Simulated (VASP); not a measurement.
Wanted: the native input for a VASP 6.6.1 run.

```
Task                   : single point
Functional             : PBE
Potentials or basis    : VASP PAW PBE potentials, release 64 (Cs_sv, Tl_d)
Cutoff                 : 520 eV
k mesh                 : 4 × 4 × 4
Occupations            : gaussian, width 0.1 eV
Spin                   : no spin polarisation
Dipole correction      : no
Further INCAR settings : ALGO = Fast; EDIFF = 1e-07; NBANDS = 32
```

The structure of CsTl3 lies in POSCAR:

```
CsTl3
1.0
    5.2286131900      0.0000000000      0.0000000000
    0.0000000000      5.2286131900      0.0000000000
    0.0000000000      0.0000000000      5.2286131900
Cs Tl
1 3
Direct
    0.0000000000      0.0000000000      0.0000000000
    0.0000000000      0.5000000000      0.5000000000
    0.5000000000      0.0000000000      0.5000000000
    0.5000000000      0.5000000000      0.0000000000
```

The cell was generated, and may not be a known phase.

The input as run:

INCAR

```
ALGO = Fast
EDIFF = 1E-7
ENCUT = 520
GGA = PE
ISIF = 2
ISMEAR = 0
LASPH = True
LCHARG = True
LELF = True
LREAL = False
LVHAR = True
LWAVE = False
NBANDS = 32
NELM = 80
PREC = Accurate
SIGMA = 0.1
```

KPOINTS

```
k-points
0
Gamma
  4 4 4
```

Potentials or basis: VASP PAW PBE potentials, release 64 (Cs_sv, Tl_d).

Launch:

```console
$ cat potpaw_PBE.64/Cs_sv/POTCAR potpaw_PBE.64/Tl_d/POTCAR > POTCAR
$ mpirun -np 1 vasp_std > vasp.out
```

It gave:

```
Pressure               : 1.8 GPa
Band gap on the k mesh : zero (bands 24 and 25 overlap by 0.90 eV)
```

Caveat: spin-orbit coupling is left out, which moves the levels of the heavy elements.

It took 88 s on 1 thread of Intel Xeon 8259CL, on a shared host, peak memory 0.25 GiB.
